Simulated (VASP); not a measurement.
Write the native input for VASP 6.6.1 that does the following.

| Quantity | Value |
| --- | --- |
| Task | single point |
| Functional | PBEsol |
| Potentials or basis | VASP PAW PBE potentials, release 64 (Ge_d) |
| Cutoff | 520 eV |
| k mesh | 13 × 13 × 13 |
| Occupations | fermi-dirac, width 0.1 eV |
| Spin | no spin polarisation |
| Dipole correction | no |
| Further INCAR settings | ALGO = Normal; EDIFF = 1e-06; NBANDS = 13 |

The structure of Ge lies in POSCAR:

```
Ge
1.0
    0.0000000000      2.0996933643      2.0996933643
    2.0996933643      0.0000000000      2.0996933643
    2.0996933643      2.0996933643      0.0000000000
Ge
1
Direct
    0.0000000000      0.0000000000      0.0000000000
```

These files were run (other wordings do the same):

INCAR

```
SYSTEM = Ge
PREC = Accurate
ENCUT = 520
EDIFF = 1E-6
ISMEAR = -1
SIGMA = 0.1
LREAL = .FALSE.
LASPH = .TRUE.
NELM = 100
ALGO = Normal
ISIF = 2
LWAVE = .FALSE.
LCHARG = .FALSE.
GGA = PS
NBANDS = 13
```

KPOINTS

```
regular mesh
0
G
  13 13 13
  0 0 0
```

Potentials or basis: VASP PAW PBE potentials, release 64 (Ge_d).

Launch:

```sh
$ cat potpaw_PBE.64/Ge_d/POTCAR > POTCAR
$ mpirun -np 1 vasp_std > vasp.out
```

It gave:

```json
{"Pressure": "0.0 GPa", "Band gap on the k mesh": "zero (band 7 reaches 16.03 eV, above the bottom of band 8 at 4.47 eV)"}
```

Caveat: the PAW data sets were made with another functional, which shifts forces and pressure a little.

Wall time 5.7 s on 1 thread of Intel(R) Xeon(R) 6975P-C (Granite Rapids), with other jobs on the host, peak memory 0.14 GiB.
